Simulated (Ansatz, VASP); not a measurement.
# CdSe in VASP and in Ansatz

The input INCAR:

```
  PREC = Accurate
  ENCUT = 520
  EDIFF = 1E-6
  ISMEAR = 0
  SIGMA = 0.01
  LREAL = F
  LASPH = T
  NELM = 100
  ALGO = Normal
  ISIF = 2
  LWAVE = F
  LCHARG = F
  GGA = PS
  NBANDS = 16
```

File KPOINTS:

```
Automatic mesh
0
Gamma
  6 6 6
```

POSCAR

```
CdSe
1.0
    0.0000000000      3.0565538106      3.0565538106
    3.0565538106      0.0000000000      3.0565538106
    3.0565538106      3.0565538106      0.0000000000
Cd Se
1 1
Direct
    0.0000000000      0.0000000000      0.0000000000
    0.7500000000      0.7500000000      0.7500000000
```

Input for Ansatz:

```yaml
crystal:
  lattice:
    - [0.0, 3.05655381055, 3.05655381055]
    - [3.05655381055, 0.0, 3.05655381055]
    - [3.05655381055, 3.05655381055, 0.0]
  atoms:
    - { symbol: Cd, position: [0.0, 0.0, 0.0] }
    - { symbol: Se, position: [0.75, 0.75, 0.75] }
kpoints:
  mp_grid: { grid: [6, 6, 6] }
scf:
  occupations: { method: fixed }
  convergence: { dr2_threshold: 1.0e-10 }
hamiltonian:
  xc: pbesol
  pseudopotentials: { kind: all_electron, lapw: { basis_error: 0.0005 } }
output:
  forces: true
  stress: true
  eigenstates:
    kpoints:
      - [0.0, 0.0, 0.0]
      - [0.5, 0.5, 0.0]
      - [0.5, 0.0, 0.5]
      - [0.0, 0.5, 0.5]
      - [0.0, 0.5, 0.0]
      - [0.5, 0.0, 0.0]
      - [0.0, 0.0, 0.5]
      - [0.5, 0.5, 0.5]
  eigenvalues: true
```

Alike in both runs: task single point; functional PBEsol; k mesh 6 × 6 × 6; no spin polarisation.

|  | VASP | Ansatz |
| --- | --- | --- |
| version | VASP 6.6.1 | Ansatz 0.2.0 |
| potentials or method | VASP PAW PBE potentials, release 64 (Cd, Se), cutoff 520 eV | all-electron LAPW, scalar-relativistic |
| occupations | gaussian, width 0.01 eV | fixed |

Ansatz gave:

```
gap on the k mesh at the Fermi level (eV) : 0.45
pressure (GPa)                            : -0.7
```

Estimate VASP's values.

gap on the k mesh at the Fermi level (eV): 0.45; pressure (GPa): -0.5.

VASP's potentials were made for PBE, not for PBEsol. Ansatz ran all-electron here, and VASP with PAW potentials.
